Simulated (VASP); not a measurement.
# Al6Ru: single point with PBEsol

Crystal: Al6Ru.

```
Al Ru
1.0
     3.72665   -3.26763    0.00000
     3.72665    3.26763    0.00000
     0.00000    0.00000    8.94086
Al Ru
12 2
Cartesian
  2.3823 0.0000 0.0000
  5.0710 0.0000 4.4704
  5.0710 0.0000 0.0000
  2.3823 0.0000 4.4704
  3.7266 -2.3332 0.8800
  3.7266 2.3332 5.3504
  3.7266 -2.3332 3.5904
  3.7266 2.3332 8.0609
  2.3830 1.9486 2.2352
  5.0703 -1.9486 6.7056
  5.0703 1.9486 2.2352
  2.3830 -1.9486 6.7056
  3.7266 -0.2325 2.2352
  3.7266 0.2325 6.7056
```

```yaml
Program: VASP 6.6.1
Task: single point
Functional: PBEsol
Potentials_or_basis: VASP PAW PBE potentials, release 64 (Al, Ru_pv)
Cutoff: 520 eV
k_mesh: 8 × 8 × 4
Occupations: gaussian, width 0.1 eV
Spin: no spin polarisation
```

| Item | Value |
| --- | --- |
| Pressure | 0.1 GPa |
| Largest force | 0.006 eV/Å |
| Band gap on the k mesh | zero (band 32 reaches 9.14 eV, above the bottom of band 33 at 8.63 eV) |

Forces on the atoms (eV/Å):
```
Al  -0.001  0.000  0.000
Al   0.001  0.000  0.000
Al   0.001  0.000  0.000
Al  -0.001  0.000  0.000
Al   0.000 -0.001  0.000
Al   0.000  0.001  0.000
Al   0.000 -0.001  0.000
Al   0.000  0.001  0.000
Al   0.000  0.002  0.000
Al   0.000 -0.002  0.000
Al   0.000  0.002  0.000
Al   0.000 -0.002  0.000
Ru   0.000  0.006  0.000
Ru   0.000 -0.006  0.000
```

Levels at points of the mesh, in eV from the Fermi level:
| k point | band 29 | band 30 | band 31 | band 32 | band 33 | band 34 | band 35 | band 36 |
| --- | --- | --- | --- | --- | --- | --- | --- | --- |
| (0.00, 0.00, 0.00) | -2.00 | -1.42 | -1.07 | -0.83 | -0.14 | 0.81 | 0.97 | 1.28 |
| (0.50, 0.00, 0.00) | -1.77 | -1.33 | -0.83 | -0.59 | -0.26 | -0.07 | 0.35 | 1.28 |
| (0.50, 0.50, 0.00) | -0.78 | -0.71 | -0.64 | -0.42 | -0.32 | 0.65 | 1.73 | 2.25 |
| (0.00, 0.00, 0.50) | -0.98 | -0.98 | -0.97 | -0.97 | 0.63 | 0.63 | 0.65 | 0.65 |
| (0.50, 0.00, 0.50) | -1.61 | -1.61 | -0.14 | -0.14 | 0.71 | 0.71 | 0.99 | 0.99 |
| (0.50, 0.50, 0.50) | -1.57 | -1.57 | -0.91 | -0.91 | 2.49 | 2.49 | 2.84 | 2.84 |

It took 23 min on 1 thread of Oxide Virtual Turin-like Processor, with other jobs on the host, peak memory 0.59 GiB.

Caveat: the PAW data sets were made with another functional, which shifts forces and pressure a little.
